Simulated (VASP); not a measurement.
Runs of VASP 6.6.1 on CoO. The structure is that of space group F-43m (No. 216), or close to it. The cells are those of the table. 

| level | potentials or basis | U | fixed moment (μB) | cell | k mesh | cutoff (eV) | smearing | k mesh for the DOS | occupations for the DOS | gap on the mesh (eV) | pressure (GPa) | moment (μB) | largest force (eV/Å) |
| --- | --- | --- | --- | --- | --- | --- | --- | --- | --- | --- | --- | --- | --- |
| LDA | VASP PAW LDA potentials, release 64 (Co, O) | - | - | a = 3.185 Å, angles 60.9°, 2 atoms | 10 × 10 × 10 | 520 | fermi-dirac 0.05 eV | - | - | none | (c) | 2.55 | 0.17 |
| PBE | VASP PAW PBE potentials, release 64 (Co_sv, O) | - | 1.5 | a = 3.164 Å, angles 60.9°, 2 atoms | 9 × 9 × 9 | 600 | fermi-dirac 0.05 eV | - | - | - | -12.5 | 1.50 | 0.23 |
| PBE | VASP PAW PBE potentials, release 64 (Co, O) | - | - | a = 3.226 Å, angles 60.9°, 2 atoms | 10 × 10 × 10 | 520 | fermi-dirac 0.05 eV | - | - | none | -6.6 | 2.89 | 0.20 |
| PBEsol+U | VASP PAW PBE potentials, release 64 (Co, O) | Co d U = 1.0 eV | - | a = 3.164 Å, angles 60.9°, 2 atoms | 10 × 10 × 10 | 520 | fermi-dirac 0.05 eV | 15 × 15 × 15 | tetrahedron | - | - | 2.85 | - |
| PBEsol | VASP PAW PBE potentials, release 64 (Co, O) | - | - | a = 3.099 Å, angles 60.9°, 2 atoms | 10 × 10 × 10 | 520 | fermi-dirac 0.05 eV | - | - | none | -2.4 | (a) | 0.29 |
| PBEsol+D4+U | VASP PAW PBE potentials, release 64 (Co_sv, O) | Co d U = 7.0 eV | - | a = 3.164 Å, angles 60.9°, 2 atoms | 10 × 10 × 10 | 600 | gaussian 0.02 eV | - | - | (d) | 6.4 | 3.00 | 0.47 |
| PBEsol | VASP PAW PBE potentials, release 64 (Co, O) | - | - | a = 3.143 Å, angles 60.9°, 2 atoms | 10 × 10 × 10 | 520 | fermi-dirac 0.05 eV | - | - | none | -6.1 | 2.66 | 0.23 |
| r2SCAN | VASP PAW PBE potentials, release 64 (Co, O) | - | - | a = 3.143 Å, angles 60.9°, 2 atoms | 10 × 10 × 10 | 520 | fermi-dirac 0.05 eV | - | - | none | 6.8 | 2.98 | 0.40 |
| PBEsol | VASP PAW PBE potentials, release 64 (Co_sv, O) | - | - | a = 3.205 Å, angles 60.9°, 2 atoms | 10 × 10 × 10 | 600 | fermi-dirac 0.05 eV | - | - | none | -13.6 | 2.90 | 0.18 |
| PBEsol+U | VASP PAW PBE potentials, release 64 (Co, O) | Co d U = 8.0 eV | - | a = 3.164 Å, angles 60.9°, 2 atoms | 10 × 10 × 10 | 520 | fermi-dirac 0.05 eV | - | - | 1.24 | (b) | 3.00 | 0.42 |
| LDA | VASP PAW LDA potentials, release 64 (Co, O) | - | - | a = 3.205 Å, angles 60.9°, 2 atoms | 10 × 10 × 10 | 520 | fermi-dirac 0.05 eV | - | - | none | -19.9 | 2.67 | 0.15 |
| r2SCAN | VASP PAW PBE potentials, release 64 (Co, O) | - | - | a = 3.164 Å, angles 60.9°, 2 atoms | 10 × 10 × 10 | 520 | fermi-dirac 0.05 eV | - | - | 0.08 | 3.7 | 2.99 | 0.37 |

Alike in all rows: task single point; spin collinear, ferromagnetic start.

Problem. Fill in the values left out.

Solution. (a) 2.36; (b) 5.7; (c) -18.7; (d) 0.70.

Caveats: a cell with one magnetic atom can't hold antiferromagnetic order, which such compounds often take; the PAW data sets were made with another functional, which shifts forces and pressure a little (at least some runs); semilocal functionals often make such compounds metallic where correlation or magnetic order opens a gap, which also shifts bond lengths (at least some runs); the cell stands under tension (at least some runs); the cell stands under pressure (at least some runs); the total moment is fixed, so each spin has its own Fermi level (at least some runs); tetrahedron occupations give inexact forces and stress in metals (at least some runs).

A k mesh can miss the band edges.

A gap of «none» marks levels without a gap at the run's occupations.

The runs don't all hold the same shells in valence.
